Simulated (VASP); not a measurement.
**N: electric field gradients with PBEsol**

N:

```
CELL_PARAMETERS angstrom
5.75979 0.00000 0.00000
0.00000 5.75979 0.00000
0.00000 0.00000 5.75979
ATOMIC_POSITIONS crystal
N 0.03000 0.03000 0.03000
N 0.47000 0.97000 0.53000
N 0.53000 0.47000 0.97000
N 0.97000 0.53000 0.47000
```

```
Program                : VASP 6.6.1
Task                   : electric field gradients
Functional             : PBEsol
Potentials or basis    : VASP PAW PBE potentials, release 64 (N)
Cutoff                 : 520 eV
k mesh                 : 4 × 4 × 4
Occupations            : fermi-dirac, width 0.02 eV
Spin                   : no spin polarisation
Dipole correction      : no
Further INCAR settings : ALGO = Normal; EDIFF = 1e-08; NBANDS = 18
```

The pressure is -3.6 GPa and the largest force is 0.354 eV/Å. The band gap on the k mesh is zero (bands 10 and 11 overlap by 0.14 eV). The largest electric field gradient by atom is N -5.5 V/Å².

Forces in eV/Å, atoms in the order of the input:
```
N    0.205  0.205  0.205
N   -0.205 -0.205  0.205
N    0.205 -0.205 -0.205
N   -0.205  0.205 -0.205
```

Levels at points of the mesh, in eV from the Fermi level:
```tsv
k point	band 7	band 8	band 9	band 10	band 11	band 12	band 13	band 14
(0.00, 0.00, 0.00)	-0.42	-0.02	-0.02	-0.02	0.01	0.01	0.05	0.22
(0.50, 0.00, 0.00)	-0.23	-0.23	-0.14	-0.14	0.02	0.02	0.13	0.13
(0.50, 0.50, 0.00)	-0.28	-0.28	-0.13	-0.13	0.00	0.00	0.16	0.16
(0.50, 0.50, 0.50)	-0.50	-0.50	0.14	0.14	0.14	0.14	0.16	0.16
```

Electric field gradients, principal values (V/Å²):
| atom | least | middle | greatest (by size) |
| --- | --- | --- | --- |
| 1 N | 2.757 | 2.757 | -5.514 |
| 2 N | 2.757 | 2.757 | -5.514 |
| 3 N | 2.757 | 2.757 | -5.514 |
| 4 N | 2.757 | 2.757 | -5.514 |

Run time: 38 s on 1 thread of Intel(R) Xeon(R) Platinum 8259CL CPU @ 2.50GHz (Skylake/Cascade Lake), on a shared host, peak memory 0.31 GiB.

Caveat: the cell stands under tension; without QUAD_EFG the Cq values of the log hold for a quadrupole moment of 1 mb, not for the nuclei; the PAW data sets were made with another functional, which shifts forces and pressure a little.
